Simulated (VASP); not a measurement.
# ZnS3 (Pm-3m) in VASP: notebook

Runs on ZnS3. Level: PBE. Tasks: single point, relaxation of cell and atoms.

All numbers are computed with VASP 6.6.1; they aren't measurements. Logs are shortened: lines on timing, memory, paths and dates and some standing lists are left out, and cuts for length are marked.

### Step 1. The cell of the first run

It takes space group Pm-3m (No. 221, cubic). Conventional cell: a = 4.074 Å, b = 4.074 Å, c = 4.074 Å, α = 90.00°, β = 90.00°, γ = 90.00°. Zn (site symmetry m-3m) has 12 S at 2.88 Å within 3.8 Å. Within 3.8 Å of S (site symmetry 4/mmm) lie 4 Zn at 2.88 Å and 8 S at 2.88 Å.

### Step 2. Single point, PBE

The input, INCAR:

```
PREC     = Accurate       # precision mode
ENCUT    = 520            # plane-wave cutoff, eV
EDIFF    = 1E-6           # SCF threshold, eV
ISMEAR   = 0              # smearing method
SIGMA    = 0.1            # smearing width, eV
LREAL    = False          # projectors in reciprocal space
LASPH    = True           # aspherical terms in the spheres
NELM     = 100            # most SCF steps
ALGO     = Normal         # electronic algorithm
ISIF     = 2              # what is computed and relaxed
LWAVE    = False          # write WAVECAR
LCHARG   = False          # write CHGCAR
GGA      = PE             # functional
NBANDS   = 23             # bands
```

The input, KPOINTS:

```
Automatic mesh
0
Gamma
  4 4 4
```

The input, POSCAR:

```
ZnS3
1.0
    4.0742549346      0.0000000000      0.0000000000
    0.0000000000      4.0742549346      0.0000000000
    0.0000000000      0.0000000000      4.0742549346
Zn S
1 3
Direct
    0.0000000000      0.0000000000      0.0000000000
    0.0000000000      0.5000000000      0.5000000000
    0.5000000000      0.0000000000      0.5000000000
    0.5000000000      0.5000000000      0.0000000000
```

Potentials or basis: VASP PAW PBE potentials, release 64 (Zn, S).

The run is started by

```sh
> cat potpaw_PBE.64/Zn/POTCAR potpaw_PBE.64/S/POTCAR > POTCAR
> mpirun -np 1 vasp_std > vasp.out
```

OUTCAR:

```text
PREC = Accurate
   ENCUT = 520
   EDIFF = 1E-6
   ISMEAR = 0
   LREAL = False
   LASPH = True
   NELM = 100
   ISIF = 2
   GGA = PE

 ion  position               nearest neighbor table
   1  0.000  0.000  0.000-   2 2.88   3 2.88   4 2.88   2 2.88   3 2.88   2 2.88   4 2.88   2 2.88
                             3 2.88   4 2.88   3 2.88   4 2.88
   2  0.000  0.500  0.500-   1 2.88   1 2.88   1 2.88   1 2.88
   3  0.500  0.000  0.500-   1 2.88   1 2.88   1 2.88   1 2.88
   4  0.500  0.500  0.000-   1 2.88   1 2.88   1 2.88   1 2.88

  LATTYP: Found a simple cubic cell.
 ALAT       =     4.0742549346

  Lattice vectors:

 A1 = (   4.0742549346,   0.0000000000,   0.0000000000)
 A2 = (   0.0000000000,   4.0742549346,   0.0000000000)
 A3 = (   0.0000000000,   0.0000000000,   4.0742549346)

Analysis of symmetry for initial positions (statically):
=====================================================================
 Subroutine PRICEL returns:
 Original cell was already a primitive cell.

 Routine SETGRP: Setting up the symmetry group for a
 simple cubic supercell.

 Subroutine GETGRP returns: Found 48 space group operations
 (whereof 48 operations were pure point group operations)
 out of a pool of 48 trial point group operations.

The static configuration has the point symmetry O_h .

Analysis of symmetry for dynamics (positions and initial velocities):
=====================================================================
 Subroutine PRICEL returns:
 Original cell was already a primitive cell.

 Routine SETGRP: Setting up the symmetry group for a
 simple cubic supercell.

 Subroutine GETGRP returns: Found 48 space group operations
 (whereof 48 operations were pure point group operations)
 out of a pool of 48 trial point group operations.

The dynamic configuration has the point symmetry O_h .

 Subroutine INISYM returns: Found 48 space group operations
 (whereof 48 operations are pure point group operations),
 and found     1 'primitive' translations

----------------------------------------------------------------------------------------

                                     Primitive cell

  volume of cell :      67.6308

  direct lattice vectors                    reciprocal lattice vectors
[... 71 lines left out ...]
   LNONCOLLINEAR =      F non collinear calculations
   LSORBIT =      F    spin-orbit coupling
   LASPH  =      T    aspherical Exc in radial PAW
   ENCUT  =  520.0 eV  38.22 Ry    6.18 a.u.   7.58  7.58  7.58*2*pi/ulx,y,z
   NELM   =    100;   NELMIN=  2; NELMDL= -5     # of ELM steps
   EDIFF  = 0.1E-05   stopping-criterion for ELM
   LREAL  =      F    real-space projection
   EDIFFG = 0.1E-04   stopping-criterion for IOM
   NSW    =      0    number of steps for IOM
   IBRION =     -1    ionic relax: 0-MD 1-quasi-New 2-CG
   NFREE  =      0    steps in history (QN), initial steepest desc. (CG)
   ISIF   =      2    stress and relaxation
   ISYM   =      2    0-nonsym 1-usesym 2-fastsym
   POTIM  = 0.5000    time-step for ionic-motion
   TEBEG  =    0.0;   TEEND  =   0.0 temperature during run
   PSTRESS=    0.0 pullay stress
   NELECT =      30.0000    total number of electrons
   NUPDOWN=      -1.0000    fix difference up-down
   EMIN   =  10.00;   EMAX   =-10.00  energy-range for DOS
   EFERMI =   0.00;   METHOD = LEGACY
   ISMEAR =     0;   SIGMA  =   0.10  broadening in eV -4-tet -1-fermi 0-gaus
   EFERMI_NEDOS =   21; number of points for ismear=-14 and -15
   IALGO  =     38    algorithm
   IMIX   =      4    mixing-type and parameters
     AMIX     =   0.40;   BMIX     =  1.00
     AMIX_MAG =   1.60;   BMIX_MAG =  1.00
  volume/ion in A,a.u.               =      16.91       114.10
  Fermi-wavevector in a.u.,A,eV,Ry     =   1.248534  2.359387 21.209268  1.558837
  Thomas-Fermi vector in A             =   2.382616
   LORBIT       =      0    0 simple, 1 ext, 2 COOP (PROOUT), +10 PAW based schemes
   GGA     = PE    functional components
   LHFCALC =     F    Hartree Fock is set to
   AEXX    =    0.0000 exact exchange contribution
   IVDW    =     0    specifies the selected vdW correction
   LEPSILON=     F    determine dielectric tensor
   LRPA    =     F    only Hartree local field effects (RPA)
 non-spin polarized calculation
 Gauss-broadening in eV      SIGMA  =   0.10
  energy-cutoff  :      520.00
  volume of cell :       67.63
 maximum number of plane-waves:      1856
   NGX = 15   NGY = 15   NGZ = 15

 number of electron      29.9999988 magnetization

 Free energy of the ion-electron system (eV)
  ---------------------------------------------------
  ext. energy  EPLUGINS =         0.00000000
  ---------------------------------------------------
  free energy    TOTEN  =       -10.15261818 eV

  energy without entropy =      -10.13362915  energy(sigma->0) =      -10.14312367

 E-fermi :   5.8101     XC(G=0): -10.8454

 val. band max:        5.7866610690   @ k =   0.5000   0.2500   0.0000
 cond. band min:       5.9100966662   @ k =   0.5000   0.5000   0.2500
 fundamental gap:      0.1234355972
 Fermi energy:         5.8101390996

 k-point     1 :       0.0000    0.0000    0.0000
  band No.  band energies     occupation
      1      -9.9237      2.00000
      2      -5.4567      2.00000
      3      -5.4567      2.00000
      4      -1.2637      2.00000
      5      -1.2637      2.00000
      6      -1.2637      2.00000
[... 249 lines left out ...]
     22      15.2992      0.00000
     23      15.2992      0.00000

------------------------ aborting loop because EDIFF is reached ----------------------------------------

  FORCE on cell =-STRESS in cart. coord.  units (eV):
  Direction    XX          YY          ZZ          XY          YZ          ZX
  --------------------------------------------------------------------------------------
  -------------------------------------------------------------------------------------
  Total       -0.0226798     -0.0226798     -0.0226798      0.0000000      0.0000000      0.0000000
  in kB       -0.5372853     -0.5372853     -0.5372853      0.0000000      0.0000000      0.0000000
  external PRESSURE =      -0.5372853 kB  Pullay stress =       0.0000000 kB

 VOLUME and BASIS-vectors are now :
 -----------------------------------------------------------------------------
  energy-cutoff  :      520.00
  volume of cell :       67.63
      direct lattice vectors                 reciprocal lattice vectors
     4.074254935  0.000000000  0.000000000     0.245443649  0.000000000  0.000000000
     0.000000000  4.074254935  0.000000000     0.000000000  0.245443649  0.000000000
     0.000000000  0.000000000  4.074254935     0.000000000  0.000000000  0.245443649

 POSITION                                       TOTAL-FORCE (eV/Angst)
 -----------------------------------------------------------------------------------
      0.00000      0.00000      0.00000         0.000000      0.000000      0.000000
      0.00000      2.03713      2.03713         0.000000      0.000000      0.000000
      2.03713      0.00000      2.03713         0.000000      0.000000      0.000000
      2.03713      2.03713      0.00000         0.000000      0.000000      0.000000
 -----------------------------------------------------------------------------------
    total drift:                               -0.000000      0.000000     -0.000000

  FREE ENERGIE OF THE ION-ELECTRON SYSTEM (eV)
  ---------------------------------------------------
  free  energy   TOTEN  =       -10.1526181837 eV

  energy  without entropy=      -10.1336291467  energy(sigma->0) =      -10.14312367
```

Run time: 26 s. Hardware: 1 thread of AMD EPYC 9R45, shared host; peak memory 0.14 GiB.

Results:

```
Free energy            : -10.1526 eV
Pressure               : -0.1 GPa
Band gap on the k mesh : zero (band 15 reaches 7.21 eV, above the bottom of band 16 at 5.30 eV)
```

Caveat: the k points lie up to 0.39 Å⁻¹ apart.

### Step 3. Single point, PBE

This run uses another cell than the first one, of 20.11 Å³/atom, 1.189 times its volume.

The input, INCAR:

```
PREC = Accurate
ENCUT = 520
EDIFF = 1E-6
ISMEAR = 0
SIGMA = 0.1
LREAL = F
LASPH = T
NELM = 60
ALGO = Normal
ISIF = 2
LWAVE = F
LCHARG = F
GGA = PE
NBANDS = 23
```

KPOINTS is that of step 2.

The input, POSCAR:

```
ZnS3
1.0
    4.3166166700      0.0000000000      0.0000000000
    0.0000000000      4.3166166700      0.0000000000
    0.0000000000      0.0000000000      4.3166166700
Zn S
1 3
Direct
    0.0000000000      0.0000000000      0.0000000000
    0.0000000000      0.5000000000      0.5000000000
    0.5000000000      0.0000000000      0.5000000000
    0.5000000000      0.5000000000      0.0000000000
```

Potentials or basis: VASP PAW PBE potentials, release 64 (Zn, S).

The run is started by

```sh
> cat potpaw_PBE.64/Zn/POTCAR potpaw_PBE.64/S/POTCAR > POTCAR
> mpirun -np 1 vasp_std > vasp.out
```

It took 27 s on 1 thread of AMD EPYC 9R45, shared host; peak memory 0.15 GiB.

The run converged. Its results:

```
Free energy            : -9.7572 eV
Pressure               : -8.5 GPa
Band gap on the k mesh : zero (band 15 reaches 4.81 eV, above the bottom of band 16 at 3.50 eV)
```

Levels at points of the mesh, in eV from the Fermi level:
```csv
k point,band 11,band 12,band 13,band 14,band 15,band 16,band 17,band 18,band 19,band 20
"(0.00, 0.00, 0.00)",-4.47,-1.48,-0.89,-0.89,-0.89,0.67,0.67,0.67,6.43,6.43
"(0.50, 0.00, 0.00)",-3.30,-2.35,-2.35,-1.68,-1.64,0.37,0.37,2.16,3.58,5.96
"(0.50, 0.50, 0.00)",-2.44,-2.44,-2.04,-1.82,-1.82,0.96,1.03,1.19,3.70,6.55
"(0.50, 0.50, 0.50)",-4.96,-4.96,-2.18,1.04,1.04,1.04,1.06,1.06,8.38,8.38
```

Caveat: the k points lie up to 0.36 Å⁻¹ apart.

### Step 4. Relaxation of cell and atoms, PBE

This run uses another cell than the first one, of 20.11 Å³/atom, 1.189 times its volume.

The input, INCAR:

```
SYSTEM = ZnS3
  ALGO = Normal
  EDIFF = 1E-6
  EDIFFG = -0.04
  ENCUT = 600
  GGA = PE
  IBRION = 2
  ISIF = 3
  ISMEAR = 0
  LASPH = .True.
  LCHARG = .False.
  LREAL = .False.
  LWAVE = .False.
  NELM = 60
  NSW = 90
  PREC = Accurate
  SIGMA = 0.1
```

The input, KPOINTS:

```
k-points
0
Gamma
  4 4 4
  0 0 0
```

POSCAR is that of step 3.

Potentials or basis: VASP PAW PBE potentials, release 64 (Zn, S).

The run is started by

```sh
> cat potpaw_PBE.64/Zn/POTCAR potpaw_PBE.64/S/POTCAR > POTCAR
> mpirun -np 1 vasp_std > vasp.out
```

OUTCAR:

```text
SYSTEM = ZnS3
   EDIFF = 1E-6
   EDIFFG = -0.04
   ENCUT = 600
   GGA = PE
   IBRION = 2
   ISIF = 3
   ISMEAR = 0
   LASPH = .True.
   LREAL = .False.
   NELM = 60
   NSW = 90
   PREC = Accurate

 ion  position               nearest neighbor table
   1  0.000  0.000  0.000-
   2  0.000  0.500  0.500-
   3  0.500  0.000  0.500-
   4  0.500  0.500  0.000-

  LATTYP: Found a simple cubic cell.
 ALAT       =     4.3166166700

  Lattice vectors:

 A1 = (   4.3166166700,   0.0000000000,   0.0000000000)
 A2 = (   0.0000000000,   4.3166166700,   0.0000000000)
 A3 = (   0.0000000000,   0.0000000000,   4.3166166700)

Analysis of symmetry for initial positions (statically):
=====================================================================
 Subroutine PRICEL returns:
 Original cell was already a primitive cell.

 Routine SETGRP: Setting up the symmetry group for a
 simple cubic supercell.

 Subroutine GETGRP returns: Found 48 space group operations
 (whereof 48 operations were pure point group operations)
 out of a pool of 48 trial point group operations.

The static configuration has the point symmetry O_h .

Analysis of symmetry for dynamics (positions and initial velocities):
=====================================================================
 Subroutine PRICEL returns:
 Original cell was already a primitive cell.

 Routine SETGRP: Setting up the symmetry group for a
 simple cubic supercell.

 Subroutine GETGRP returns: Found 48 space group operations
 (whereof 48 operations were pure point group operations)
 out of a pool of 48 trial point group operations.

The dynamic configuration has the point symmetry O_h .

 Subroutine INISYM returns: Found 48 space group operations
 (whereof 48 operations are pure point group operations),
 and found     1 'primitive' translations

----------------------------------------------------------------------------------------

                                     Primitive cell

  volume of cell :      80.4323

  direct lattice vectors                    reciprocal lattice vectors
     4.316616670  0.000000000  0.000000000     0.231662915  0.000000000  0.000000000
     0.000000000  4.316616670  0.000000000     0.000000000  0.231662915  0.000000000
[... 82 lines left out ...]
   POTIM  = 0.5000    time-step for ionic-motion
   TEBEG  =    0.0;   TEEND  =   0.0 temperature during run
   PSTRESS=    0.0 pullay stress
   NELECT =      30.0000    total number of electrons
   NUPDOWN=      -1.0000    fix difference up-down
   EMIN   =  10.00;   EMAX   =-10.00  energy-range for DOS
   EFERMI =   0.00;   METHOD = LEGACY
   ISMEAR =     0;   SIGMA  =   0.10  broadening in eV -4-tet -1-fermi 0-gaus
   EFERMI_NEDOS =   21; number of points for ismear=-14 and -15
   IALGO  =     38    algorithm
   IMIX   =      4    mixing-type and parameters
     AMIX     =   0.40;   BMIX     =  1.00
     AMIX_MAG =   1.60;   BMIX_MAG =  1.00
  volume/ion in A,a.u.               =      20.11       135.70
  Fermi-wavevector in a.u.,A,eV,Ry     =   1.178434  2.226917 18.894487  1.388706
  Thomas-Fermi vector in A             =   2.314763
   LORBIT       =      0    0 simple, 1 ext, 2 COOP (PROOUT), +10 PAW based schemes
   GGA     = PE    functional components
   LHFCALC =     F    Hartree Fock is set to
   AEXX    =    0.0000 exact exchange contribution
   IVDW    =     0    specifies the selected vdW correction
   LEPSILON=     F    determine dielectric tensor
   LRPA    =     F    only Hartree local field effects (RPA)
 conjugate gradient relaxation of ions
 non-spin polarized calculation
 Gauss-broadening in eV      SIGMA  =   0.10
  energy-cutoff  :      600.00
  volume of cell :       80.43
 maximum number of plane-waves:      2730
 NGX is ok and might be reduce to    36
   NGX = 17   NGY = 17   NGZ = 17

--------------------------------------- Ionic step        1  -------------------------------------------

 number of electron      29.9999984 magnetization

 Free energy of the ion-electron system (eV)
  ---------------------------------------------------
  ext. energy  EPLUGINS =         0.00000000
  ---------------------------------------------------
  free energy    TOTEN  =        -9.75747811 eV

  energy without entropy =       -9.73370189  energy(sigma->0) =       -9.74559000

 E-fermi :   3.7690     XC(G=0): -10.0285

 val. band max:        3.7615033512   @ k =   0.5000   0.2500   0.0000
 cond. band min:       3.8179574369   @ k =   0.5000   0.5000   0.2500
 fundamental gap:      0.0564540856
 Fermi energy:         3.7690228687

 k-point     1 :       0.0000    0.0000    0.0000
  band No.  band energies     occupation
      1     -10.5097      2.00000
      2      -7.2899      2.00000
      3      -7.2899      2.00000
      4      -2.9997      2.00000
      5      -2.9997      2.00000
      6      -2.9997      2.00000
[... 284 lines left out ...]
--------------------------------------- Ionic step        3  -------------------------------------------

 number of electron      29.9999978 magnetization

 Free energy of the ion-electron system (eV)
  ---------------------------------------------------
  ext. energy  EPLUGINS =         0.00000000
  ---------------------------------------------------
  free energy    TOTEN  =       -10.15471365 eV

  energy without entropy =      -10.13573110  energy(sigma->0) =      -10.14522238

 E-fermi :   5.8031     XC(G=0): -10.8427

 val. band max:        5.7796478603   @ k =   0.5000   0.2500   0.0000
 cond. band min:       5.9027770404   @ k =   0.5000   0.5000   0.2500
 fundamental gap:      0.1231291800
 Fermi energy:         5.8031351028

 k-point     1 :       0.0000    0.0000    0.0000
  band No.  band energies     occupation
      1      -9.9256      2.00000
      2      -5.4628      2.00000
      3      -5.4628      2.00000
      4      -1.2708      2.00000
      5      -1.2708      2.00000
      6      -1.2708      2.00000
[... 240 lines left out ...]
  FREE ENERGIE OF THE ION-ELECTRON SYSTEM (eV)
  ---------------------------------------------------
  free  energy   TOTEN  =       -10.1547136482 eV

  energy  without entropy=      -10.1357311030  energy(sigma->0) =      -10.14522238

 reached required accuracy - stopping structural energy minimisation
```

It took 77 s on 1 thread of AMD EPYC 9R45, shared host; peak memory 0.18 GiB.

What came out:

* Free energy: -10.1547 eV
* Relaxed volume: 16.92 Å³/atom
* Relaxed cell: a = 4.075 Å, b = 4.075 Å, c = 4.075 Å, α = 90.00°, β = 90.00°, γ = 90.00°
* Space group after relaxing (to 0.05 Å): Pm-3m (No. 221)
* Energy gained by relaxing: 99.3 meV/atom
* Ionic steps: 3
* Pressure after relaxing: -0.1 GPa
* Band gap on the k mesh: zero (band 15 reaches 7.20 eV, above the bottom of band 16 at 5.29 eV)

Step by step:
```csv
step,energy change (eV),largest force (eV/Å),pressure (GPa),volume (Å³)
1,0.0000,0.0000,-8.49,80.43
2,-0.3938,0.0000,-1.06,68.66
3,-0.3972,0.0000,-0.09,67.67
```

Final structure:
```
CELL_PARAMETERS angstrom
4.07499 0.00000 0.00000
0.00000 4.07499 0.00000
0.00000 0.00000 4.07499
ATOMIC_POSITIONS crystal
Zn 0.00000 0.00000 0.00000
S 0.00000 0.50000 0.50000
S 0.50000 0.00000 0.50000
S 0.50000 0.50000 0.00000
```

Levels at points of the mesh, in eV from the Fermi level:
| k point | band 12 | band 13 | band 14 | band 15 | band 16 | band 17 | band 18 | band 19 |
| --- | --- | --- | --- | --- | --- | --- | --- | --- |
| (0.00, 0.00, 0.00) | -1.73 | -1.12 | -1.12 | -1.12 | 0.82 | 0.82 | 0.82 | 6.21 |
| (0.50, 0.00, 0.00) | -3.10 | -3.10 | -2.12 | -2.10 | 0.48 | 0.48 | 2.78 | 3.51 |
| (0.50, 0.50, 0.00) | -2.94 | -2.73 | -2.30 | -2.30 | 1.24 | 1.39 | 1.52 | 3.21 |
| (0.50, 0.50, 0.50) | -6.25 | -2.78 | 1.40 | 1.40 | 1.40 | 1.40 | 1.40 | 9.43 |

Caveat: the k points lie up to 0.39 Å⁻¹ apart in the final cell; the volume moved by over 15 % at a fixed basis, so the end points are rough.

### Step 5. Summary

```csv
task,cell,cutoff (eV),gap on the mesh (eV),pressure (GPa)
single point,"a = 4.074 Å, 4 atoms",520,none,-0.1
single point,"a = 4.317 Å, 4 atoms",520,none,-8.5
relaxation of cell and atoms,"relaxed from a = 4.317 Å, 4 atoms",600,none,-0.1
```

Alike in all rows: level PBE; potentials or basis VASP PAW PBE potentials, release 64 (Zn, S); no spin polarisation; k mesh 4 × 4 × 4; smearing gaussian 0.1 eV.

Caveats: all runs use coarse meshes; the volume moved by over 15 % at a fixed basis, so the end points are rough (some runs).

Absolute energies hang on the potentials; compare differences alone.
